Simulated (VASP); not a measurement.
Input of a VASP 6.6.1 run:

INCAR

```
SYSTEM = Zr
ALGO = Normal ; EDIFF = 1E-6
ENCUT = 520 ; GGA = PS
ISIF = 2 ; ISMEAR = -1
LASPH = .TRUE. ; LCHARG = .FALSE.
LREAL = .FALSE. ; LWAVE = .FALSE.
NBANDS = 19 ; NELM = 80
PREC = Accurate ; SIGMA = 0.08
```

Contents of KPOINTS:

```
k-points
0
G
  13 13 7
  0 0 0
```

File POSCAR:

```
Zr
1.0
    3.2319982225     -0.0484799733     -0.0484799733
   -1.6579839997      2.8232325523     -0.0177449018
   -0.0772050000     -0.0772050000      5.1470000000
Zr
2
Direct
    0.3333333333      0.6666666667      0.2500000000
    0.6666666667      0.3333333333      0.7500000000
```

Potentials or basis: VASP PAW PBE potentials, release 64 (Zr_sv).

Command:

```console
$ cat potpaw_PBE.64/Zr_sv/POTCAR > POTCAR
$ mpirun -np 1 vasp_std > vasp.out
```

**Question.** Predict the band gap on the k mesh.

**Answer.** Zero (band 12 reaches 9.85 eV, above the bottom of band 13 at 8.59 eV).

**Question.** What does it give for the pressure?

**Answer.** -3.2 GPa.

**Question.** Estimate the largest force.

**Answer.** 0.063 eV/Å.

Stress tensor (GPa, compression positive):
```
-3.42  1.41  0.80
 1.41 -3.38  0.79
 0.80  0.79 -2.83
```

Caveat: the cell differs from its parent crystal (equal xy, yz and zx shear strains of -3 %); the PAW data sets were made with another functional, which shifts forces and pressure a little.
